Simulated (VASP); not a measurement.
# ZrB2 (P6/mmm) in VASP: further runs

ZrB2 is run at these levels: PBE; tasks: single point, relaxation of shape and atoms at fixed volume.

Program: VASP 6.6.1. These are calculated values, not measurements. Logs are shortened: lines on timing, memory, paths and dates and some standing lists are left out, and cuts for length are marked.

### 1 The cell of the first run

The structure is hexagonal, space group P6/mmm (No. 191). The conventional cell has a = 3.265 Å, b = 3.265 Å, c = 3.675 Å, α = 90.00°, β = 90.00°, γ = 120.00°. Within 3.5 Å of Zr (site symmetry 6/mmm) lie 12 B at 2.63 Å and 6 Zr at 3.27 Å. B (site symmetry -6m2) has 3 B at 1.89 Å within 2.5 Å.

### 2 Single point, PBE (volume scaled by 1.10, then relaxed in part)

File INCAR:

```
ALGO = Normal
EDIFF = 1E-6
ENCUT = 520
GGA = PE
ISIF = 2
ISMEAR = 0
LASPH = True
LCHARG = False
LREAL = False
LWAVE = False
NBANDS = 16
NELM = 100
PREC = Accurate
SIGMA = 0.1
```

File KPOINTS:

```
k-points
0
Gamma
  18 18 12
```

File POSCAR:

```
ZrB2
1.0
    3.2654036702      0.0000000000      0.0000000000
   -1.6327018351      2.8279225320      0.0000000000
    0.0000000000      0.0000000000      3.6749252911
Zr B
1 2
Direct
    0.0000000000      0.0000000000      0.0000000000
    0.3333333333      0.6666666667      0.5000000000
    0.6666666667      0.3333333333      0.5000000000
```

Potentials or basis: VASP PAW PBE potentials, release 64 (Zr_sv, B).

Run with:

```
$ cat potpaw_PBE.64/Zr_sv/POTCAR potpaw_PBE.64/B/POTCAR > POTCAR
$ mpirun -np 1 vasp_std > vasp.out
```

OUTCAR:

```text
EDIFF = 1E-6
   ENCUT = 520
   GGA = PE
   ISIF = 2
   ISMEAR = 0
   LASPH = True
   LREAL = False
   NELM = 100
   PREC = Accurate

 ion  position               nearest neighbor table
   1  0.000  0.000  0.000-   2 2.63   3 2.63   2 2.63   3 2.63   2 2.63   2 2.63   3 2.63   3 2.63
                             3 2.63   3 2.63   2 2.63   2 2.63
   2  0.333  0.667  0.500-   3 1.89   3 1.89   3 1.89   1 2.63   1 2.63   1 2.63   1 2.63   1 2.63
                             1 2.63
   3  0.667  0.333  0.500-   2 1.89   2 1.89   2 1.89   1 2.63   1 2.63   1 2.63   1 2.63   1 2.63
                             1 2.63

  LATTYP: Found a hexagonal cell.
 ALAT       =     3.2654036702
 C/A-ratio  =     1.1254122498

  Lattice vectors:

 A1 = (   3.2654036702,   0.0000000000,   0.0000000000)
 A2 = (  -1.6327018351,   2.8279225320,   0.0000000000)
 A3 = (   0.0000000000,   0.0000000000,   3.6749252911)

Analysis of symmetry for initial positions (statically):
=====================================================================
 Subroutine PRICEL returns:
 Original cell was already a primitive cell.

 Routine SETGRP: Setting up the symmetry group for a
 hexagonal supercell.

 Subroutine GETGRP returns: Found 24 space group operations
 (whereof 24 operations were pure point group operations)
 out of a pool of 24 trial point group operations.

The static configuration has the point symmetry D_6h.

Analysis of symmetry for dynamics (positions and initial velocities):
=====================================================================
 Subroutine PRICEL returns:
 Original cell was already a primitive cell.

 Routine SETGRP: Setting up the symmetry group for a
 hexagonal supercell.

 Subroutine GETGRP returns: Found 24 space group operations
 (whereof 24 operations were pure point group operations)
 out of a pool of 24 trial point group operations.

The dynamic configuration has the point symmetry D_6h.

 Subroutine INISYM returns: Found 24 space group operations
 (whereof 24 operations are pure point group operations),
 and found     1 'primitive' translations

----------------------------------------------------------------------------------------

                                     Primitive cell

  volume of cell :      33.9354

  direct lattice vectors                    reciprocal lattice vectors
     3.265403670  0.000000000  0.000000000     0.306240851  0.176808238  0.000000000
    -1.632701835  2.827922532  0.000000000     0.000000000  0.353616476  0.000000000
     0.000000000  0.000000000  3.674925291     0.000000000  0.000000000  0.272114375

  length of vectors
     3.265403670  3.265403670  3.674925291     0.353616476  0.353616476  0.272114375

  position of ions in fractional coordinates (direct lattice)
     0.000000000  0.000000000  0.000000000
     0.333333333  0.666666667  0.500000000
     0.666666667  0.333333333  0.500000000

  ion indices of the primitive-cell ions
   primitive index   ion index
                 1           1
                 2           2
                 3           3

----------------------------------------------------------------------------------------

 KPOINTS: k-points

Automatic generation of k-mesh.
 Grid dimensions read from file:
 generate k-points for:   18   18   12

 Generating k-lattice:

  Cartesian coordinates                     Fractional coordinates (reciprocal lattice)
     0.017013381  0.009822680  0.000000000     0.055555556  0.000000000  0.000000000
     0.000000000  0.019645360  0.000000000     0.000000000  0.055555556  0.000000000
     0.000000000  0.000000000  0.022676198     0.000000000  0.000000000  0.083333333

  Length of vectors
     0.019645360  0.019645360  0.022676198

  Shift w.r.t. Gamma in fractional coordinates (k-lattice)
     0.000000000  0.000000000  0.000000000

 Subroutine IBZKPT returns following result:
 ===========================================

 Found    259 irreducible k-points:

 Following reciprocal coordinates:
            Coordinates               Weight
  0.000000  0.000000  0.000000      1.000000
  0.055556  0.000000  0.000000      6.000000
  0.111111  0.000000  0.000000      6.000000
  0.166667  0.000000  0.000000      6.000000
  0.222222 -0.000000  0.000000      6.000000
  0.277778  0.000000  0.000000      6.000000
[... 16 lines left out ...]
  0.333333  0.111111  0.000000     12.000000
  0.388889  0.111111  0.000000     12.000000
 [... further k-points ...]
   k-points           NKPTS =    259   k-points in BZ     NKDIM =    259   number of bands    NBANDS=     16
   number of dos      NEDOS =    301   number of ions     NIONS =      3
   total plane-waves  NPLWV =  16128
   dimension x,y,z NGX =    24 NGY =   24 NGZ =   28
   dimension x,y,z NGXF=    48 NGYF=   48 NGZF=   56
   ions per type =               1   2
   NGX,Y,Z   is equivalent  to a cutoff of  12.22, 12.22, 12.67 a.u.
   NGXF,Y,Z  is equivalent  to a cutoff of  24.44, 24.44, 25.33 a.u.
 SYSTEM =  unknown system
   PREC   = accura    normal or accurate (medium, high low for compatibility)
   ISTART =      0    job   : 0-new  1-cont  2-samecut
   ICHARG =      2    charge: 1-file 2-atom 10-const
   ISPIN  =      1    spin polarized calculation?
   LNONCOLLINEAR =      F non collinear calculations
   LSORBIT =      F    spin-orbit coupling
   LASPH  =      T    aspherical Exc in radial PAW
   ENCUT  =  520.0 eV  38.22 Ry    6.18 a.u.   6.07  6.07  6.83*2*pi/ulx,y,z
   NELM   =    100;   NELMIN=  2; NELMDL= -5     # of ELM steps
   EDIFF  = 0.1E-05   stopping-criterion for ELM
   LREAL  =      F    real-space projection
   EDIFFG = 0.1E-04   stopping-criterion for IOM
   NSW    =      0    number of steps for IOM
   IBRION =     -1    ionic relax: 0-MD 1-quasi-New 2-CG
   NFREE  =      0    steps in history (QN), initial steepest desc. (CG)
   ISIF   =      2    stress and relaxation
   ISYM   =      2    0-nonsym 1-usesym 2-fastsym
   POTIM  = 0.5000    time-step for ionic-motion
   TEBEG  =    0.0;   TEEND  =   0.0 temperature during run
   PSTRESS=    0.0 pullay stress
   NELECT =      18.0000    total number of electrons
   NUPDOWN=      -1.0000    fix difference up-down
   EMIN   =  10.00;   EMAX   =-10.00  energy-range for DOS
[... 5 lines left out ...]
     AMIX     =   0.40;   BMIX     =  1.00
     AMIX_MAG =   1.60;   BMIX_MAG =  1.00
  volume/ion in A,a.u.               =      11.31        76.34
  Fermi-wavevector in a.u.,A,eV,Ry     =   1.325200  2.504265 23.893933  1.756155
  Thomas-Fermi vector in A             =   2.454678
   LORBIT       =      0    0 simple, 1 ext, 2 COOP (PROOUT), +10 PAW based schemes
   GGA     = PE    functional components
   LHFCALC =     F    Hartree Fock is set to
[... 5 lines left out ...]
 Gauss-broadening in eV      SIGMA  =   0.10
  energy-cutoff  :      520.00
  volume of cell :       33.94
 maximum number of plane-waves:       936
   NGX = 13   NGY = 13   NGZ = 13

 number of electron      18.0000001 magnetization

 Free energy of the ion-electron system (eV)
  ---------------------------------------------------
  ext. energy  EPLUGINS =         0.00000000
  ---------------------------------------------------
  free energy    TOTEN  =       -24.78755863 eV

  energy without entropy =      -24.78626551  energy(sigma->0) =      -24.78691207

 E-fermi :   9.5118     XC(G=0): -11.9854

 val. band max:        9.4673688459   @ k =   0.1111   0.0000   0.4167
 cond. band min:       9.5260274409   @ k =   0.2222   0.2222   0.0833
 fundamental gap:      0.0586585950
 Fermi energy:         9.5118024478

 k-point     1 :       0.0000    0.0000    0.0000
  band No.  band energies     occupation
      1     -39.5115      2.00000
      2     -17.6467      2.00000
      3     -17.2051      2.00000
      4     -17.2051      2.00000
      5      -2.8003      2.00000
      6       7.0232      2.00000
[... 8 lines left out ...]
     15      14.3047      0.00000
     16      14.3047      0.00000

 k-point     2 :       0.0556    0.0000    0.0000
  band No.  band energies     occupation
      1     -39.5091      2.00000
      2     -17.6431      2.00000
      3     -17.2269      2.00000
      4     -17.2099      2.00000
      5      -2.7439      2.00000
      6       6.8918      2.00000
[... 8 lines left out ...]
     15      14.5024      0.00000
     16      14.6916      0.00000

 k-point     3 :       0.1111    0.0000    0.0000
  band No.  band energies     occupation
      1     -39.5024      2.00000
      2     -17.6327      2.00000
      3     -17.2893      2.00000
      4     -17.2237      2.00000
      5      -2.5768      2.00000
      6       6.3885      2.00000
[... 8 lines left out ...]
     15      14.8589      0.00000
     16      15.4957      0.00000

 k-point     4 :       0.1667    0.0000    0.0000
  band No.  band energies     occupation
      1     -39.4920      2.00000
      2     -17.6166      2.00000
      3     -17.3835      2.00000
      4     -17.2449      2.00000
      5      -2.3055      2.00000
      6       5.7017      2.00000
[... 8 lines left out ...]
     15      15.7054      0.00000
     16      15.7104      0.00000

 k-point     5 :       0.2222   -0.0000    0.0000
  band No.  band energies     occupation
      1     -39.4793      2.00000
      2     -17.5969      2.00000
      3     -17.4970      2.00000
      4     -17.2706      2.00000
      5      -1.9388      2.00000
      6       4.9281      2.00000
[... 8 lines left out ...]
     15      15.7131      0.00000
     16      16.7947      0.00000

 k-point     6 :       0.2778    0.0000    0.0000
  band No.  band energies     occupation
      1     -39.4657      2.00000
      2     -17.6153      2.00000
      3     -17.5758      2.00000
      4     -17.2979      2.00000
      5      -1.4869      2.00000
      6       4.1213      2.00000
[... 8 lines left out ...]
     15      16.1491      0.00000
     16      17.9049      0.00000
[... 267 lines left out ...]
 k-point    21 :       0.2222    0.1111    0.0000
  band No.  band energies     occupation
      1     -39.4615      2.00000
      2     -17.6271      2.00000
      3     -17.5693      2.00000
      4     -17.3318      2.00000
      5      -1.3366      2.00000
      6       4.1083      2.00000
[... 8 lines left out ...]
     15      15.8114      0.00000
     16      17.3379      0.00000

 k-point    22 :       0.2778    0.1111    0.0000
  band No.  band energies     occupation
      1     -39.4494      2.00000
      2     -17.7211      2.00000
      3     -17.5506      2.00000
      4     -17.3647      2.00000
      5      -0.8131      2.00000
      6       3.3633      2.00000
[... 8 lines left out ...]
     15      16.5040      0.00000
     16      18.0005      0.00000

 k-point    23 :       0.3333    0.1111    0.0000
  band No.  band energies     occupation
      1     -39.4396      2.00000
      2     -17.7965      2.00000
      3     -17.5353      2.00000
      4     -17.3913      2.00000
      5      -0.2231      2.00000
      6       2.6036      2.00000
[... 8 lines left out ...]
     15      17.2598      0.00000
     16      17.8089      0.00000

 k-point    24 :       0.3889    0.1111    0.0000
  band No.  band energies     occupation
      1     -39.4331      2.00000
      2     -17.8453      2.00000
      3     -17.5252      2.00000
      4     -17.4087      2.00000
      5       0.4241      2.00000
      6       1.8498      2.00000
[... 8 lines left out ...]
     15      17.2195      0.00000
     16      17.8778      0.00000

 [... further k-points ...]
[... 5 lines left out ...]
  --------------------------------------------------------------------------------------
  -------------------------------------------------------------------------------------
  Total       -3.9618149     -3.9618149     -3.9532613      0.0000000      0.0000000      0.0000000
  in kB     -187.0474820   -187.0474820   -186.6436452      0.0000000      0.0000000      0.0000000
  external PRESSURE =    -186.9128697 kB  Pullay stress =       0.0000000 kB

 VOLUME and BASIS-vectors are now :
 -----------------------------------------------------------------------------
  energy-cutoff  :      520.00
  volume of cell :       33.94
      direct lattice vectors                 reciprocal lattice vectors
     3.265403670  0.000000000  0.000000000     0.306240851  0.176808238  0.000000000
    -1.632701835  2.827922532  0.000000000     0.000000000  0.353616476  0.000000000
     0.000000000  0.000000000  3.674925291     0.000000000  0.000000000  0.272114375

 POSITION                                       TOTAL-FORCE (eV/Angst)
 -----------------------------------------------------------------------------------
      0.00000      0.00000      0.00000        -0.000000      0.000000      0.000000
     -0.00000      1.88528      1.83746         0.000000     -0.000000      0.000000
      1.63270      0.94264      1.83746        -0.000000      0.000000      0.000000
 -----------------------------------------------------------------------------------
    total drift:                               -0.000000      0.000000     -0.000000

  FREE ENERGIE OF THE ION-ELECTRON SYSTEM (eV)
  ---------------------------------------------------
  free  energy   TOTEN  =       -24.7875586321 eV

  energy  without entropy=      -24.7862655141  energy(sigma->0) =      -24.78691207
```

Run time: 49 s. Hardware: 1 thread of Intel Xeon 6975P-C, shared host; peak memory 0.25 GiB.

Results:

```yaml
Free_energy: -24.7876 eV
Pressure: -18.7 GPa
Band_gap_on_the_k_mesh: zero (band 9 reaches 10.15 eV, above the bottom of band 10 at 8.97 eV)
```

### 3 Single point, PBE (volume scaled by 0.88, then relaxed in part)

File INCAR:

```
PREC = Accurate ; ENCUT = 520
EDIFF = 1E-6 ; ISMEAR = 0
SIGMA = 0.1 ; LREAL = False
LASPH = True ; NELM = 80
ALGO = Normal ; ISIF = 2
LWAVE = False ; LCHARG = False
GGA = PE ; NBANDS = 16
```

File KPOINTS:

```
regular mesh
0
Gamma
  18 18 12
```

File POSCAR:

```
ZrB2
1.0
    3.0454777168      0.0000000000      0.0000000000
   -1.5227388584      2.6374610694      0.0000000000
    0.0000000000      0.0000000000      3.3798809416
Zr B
1 2
Direct
    0.0000000000      0.0000000000      0.0000000000
    0.3333333333      0.6666666667      0.5000000000
    0.6666666667      0.3333333333      0.5000000000
```

Potentials or basis: VASP PAW PBE potentials, release 64 (Zr_sv, B).

Run with:

```
$ cat potpaw_PBE.64/Zr_sv/POTCAR potpaw_PBE.64/B/POTCAR > POTCAR
$ mpirun -np 1 vasp_std > vasp.out
```

Wall time 57 s (1 thread of Intel Xeon 6975P-C, shared host); peak memory 0.23 GiB.

Results (log left out):

```
Free energy            : -24.5659 eV
Pressure               : 39.3 GPa
Band gap on the k mesh : zero (band 9 reaches 12.79 eV, above the bottom of band 10 at 11.40 eV)
```

Stress tensor (GPa, compression positive):
```
39.23  0.00  0.00
 0.00 39.23  0.00
 0.00  0.00 39.44
```

Levels at points of the mesh, in eV from the Fermi level:
| k point | band 7 | band 8 | band 9 | band 10 | band 11 | band 12 |
| --- | --- | --- | --- | --- | --- | --- |
| (0.00, 0.00, 0.00) | -2.97 | -2.92 | -2.26 | 3.94 | 3.94 | 4.83 |
| (0.50, 0.00, 0.00) | -4.37 | -3.25 | -3.11 | 2.45 | 2.63 | 5.70 |
| (0.00, 0.00, 0.50) | -1.09 | -1.09 | 0.28 | 0.28 | 0.83 | 0.83 |
| (0.50, 0.00, 0.50) | -5.14 | -4.60 | -1.70 | 4.43 | 4.68 | 6.17 |

### 4 Single point, PBE (volume scaled by 0.91, then relaxed in part)

File INCAR:

```
SYSTEM = ZrB2
  ALGO = Normal
  EDIFF = 1E-7
  ENCUT = 520
  GGA = PE
  ISIF = 2
  ISMEAR = 0
  LASPH = .TRUE.
  LCHARG = .FALSE.
  LREAL = .FALSE.
  LWAVE = .FALSE.
  NBANDS = 16
  NELM = 80
  PREC = Accurate
  SIGMA = 0.1
```

File KPOINTS:

```
k-points
0
G
  18 18 12
  0 0 0
```

File POSCAR:

```
ZrB2
1.0
    3.0781887980      0.0000000000      0.0000000000
   -1.5390943990      2.6657896967      0.0000000000
    0.0000000000      0.0000000000      3.4212157924
Zr B
1 2
Direct
    0.0000000000      0.0000000000      0.0000000000
    0.3333333333      0.6666666667      0.5000000000
    0.6666666667      0.3333333333      0.5000000000
```

Run with:

```
$ cat potpaw_PBE.64/Zr_sv/POTCAR potpaw_PBE.64/B/POTCAR > POTCAR
$ mpirun -np 1 vasp_std > vasp.out
```

Wall time 56 s (1 thread of Intel Xeon 6975P-C, shared host); peak memory 0.24 GiB.

It converged, with:

```
Free energy            : -24.7579 eV
Pressure               : 27.2 GPa
Band gap on the k mesh : zero (band 9 reaches 12.38 eV, above the bottom of band 10 at 11.02 eV)
```

Stress tensor (GPa, compression positive):
```
27.17  0.00  0.00
 0.00 27.17  0.00
 0.00  0.00 27.26
```

Levels at points of the mesh, in eV from the Fermi level:
```csv
k point,band 5,band 6,band 7,band 8,band 9,band 10,band 11,band 12,band 13,band 14
"(0.00, 0.00, 0.00)",-13.19,-2.89,-2.89,-2.84,-2.31,3.78,3.78,4.62,4.62,5.37
"(0.50, 0.00, 0.00)",-9.41,-8.58,-4.26,-3.22,-3.00,2.37,2.52,5.47,5.60,7.09
"(0.00, 0.00, 0.50)",-10.77,-7.25,-1.07,-1.07,0.28,0.28,0.80,0.80,2.06,5.20
"(0.50, 0.00, 0.50)",-10.43,-7.12,-5.01,-4.49,-1.82,4.22,4.50,5.91,7.09,7.22
```

### 5 Relaxation of shape and atoms at fixed volume, PBE (volume scaled by 0.88)

File INCAR:

```
ALGO = Normal
EDIFF = 1E-7
EDIFFG = -0.01
ENCUT = 600
GGA = PE
IBRION = 2
ISIF = 4
ISMEAR = 0
LASPH = T
LCHARG = F
LREAL = F
LWAVE = F
NELM = 60
NSW = 50
PREC = Accurate
SIGMA = 0.1
```

File KPOINTS:

```
k-points
0
Gamma
  18 18 12
```

File POSCAR:

```
ZrB2
1.0
    3.0439838690      0.0000000000      0.0000000000
   -1.5219919345      2.6361673593      0.0000000000
    0.0000000000      0.0000000000      3.3831991370
Zr B
1 2
Direct
    0.0000000000      0.0000000000      0.0000000000
    0.3333333333      0.6666666667      0.5000000000
    0.6666666667      0.3333333333      0.5000000000
```

Run with:

```
$ cat potpaw_PBE.64/Zr_sv/POTCAR potpaw_PBE.64/B/POTCAR > POTCAR
$ mpirun -np 1 vasp_std > vasp.out
```

Run time: 68 s. Hardware: 1 thread of Intel Xeon 6975P-C, shared host; peak memory 0.25 GiB.

Results (log left out):

```
Free energy               : -24.5683 eV
Energy gained by relaxing : 0.0 meV/atom
Ionic steps               : 2
Pressure after relaxing   : 39.3 GPa
Band gap on the k mesh    : zero (band 9 reaches 12.80 eV, above the bottom of band 10 at 11.40 eV)
```

Final structure:
```cif
data_structure
_symmetry_space_group_name_H-M 'P 1'
_symmetry_Int_Tables_number 1
_cell_length_a 3.0451
_cell_length_b 3.0451
_cell_length_c 3.3807
_cell_angle_alpha 90.000
_cell_angle_beta 90.000
_cell_angle_gamma 120.000
_cell_volume 27.15
loop_
_atom_site_label
_atom_site_type_symbol
_atom_site_fract_x
_atom_site_fract_y
_atom_site_fract_z
_atom_site_occupancy
Zr1 Zr 0.00000 0.00000 0.00000 1
B1 B 0.33333 0.66667 0.50000 1
B2 B 0.66667 0.33333 0.50000 1
```

Levels at points of the mesh, in eV from the Fermi level:
```tsv
k point	band 5	band 6	band 7	band 8	band 9	band 10	band 11	band 12	band 13
(0.00, 0.00, 0.00)	-13.33	-2.97	-2.97	-2.92	-2.26	3.94	3.94	4.82	4.82
(0.50, 0.00, 0.00)	-9.56	-8.56	-4.37	-3.24	-3.11	2.44	2.63	5.70	5.85
(0.00, 0.00, 0.50)	-10.74	-7.32	-1.09	-1.09	0.28	0.28	0.83	0.83	2.17
(0.50, 0.00, 0.50)	-10.59	-7.13	-5.14	-4.60	-1.70	4.43	4.69	6.17	7.45
```

(Part 1 of 2 ends here.)
